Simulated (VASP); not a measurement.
Ti7Si6N7, 20 atoms in the cell. The cell holds an amorphous packing of atoms, 20 atoms: a = 6.518 Å, b = 6.250 Å, c = 6.419 Å, α = 90.47°, β = 90.99°, γ = 82.45°. 

```yaml
Program: VASP 6.6.1
Task: single point
Functional: PBE
Potentials_or_basis: VASP PAW PBE potentials, release 64 (Si, Ti_sv, N)
Cutoff: 520 eV
k_mesh: 1 × 1 × 1, shifted
Occupations: fermi-dirac, width 0.1379 eV
Spin: no spin polarisation
Dipole_correction: no
Further_INCAR_settings: LREAL = Auto; ALGO = Normal; EDIFF = 1e-06; NBANDS = 88; ISYM = 0
```

Potentials or basis: VASP PAW PBE potentials, release 64 (Si, Ti_sv, N).

Run with:

```console
$ cat potpaw_PBE.64/Si/POTCAR potpaw_PBE.64/Ti_sv/POTCAR potpaw_PBE.64/N/POTCAR > POTCAR
$ mpirun -np 1 vasp_std > vasp.out
```

Hardware: 1 thread of AMD EPYC 9R45 96-Core Processor (Zen 5), with other jobs on the host.

How long does it take, and how much memory?

Run time: 48 s on 1 thread of AMD EPYC 9R45 96-Core Processor (Zen 5), with other jobs on the host, peak memory 0.29 GiB. Counts: scf iterations 21, k points 1.
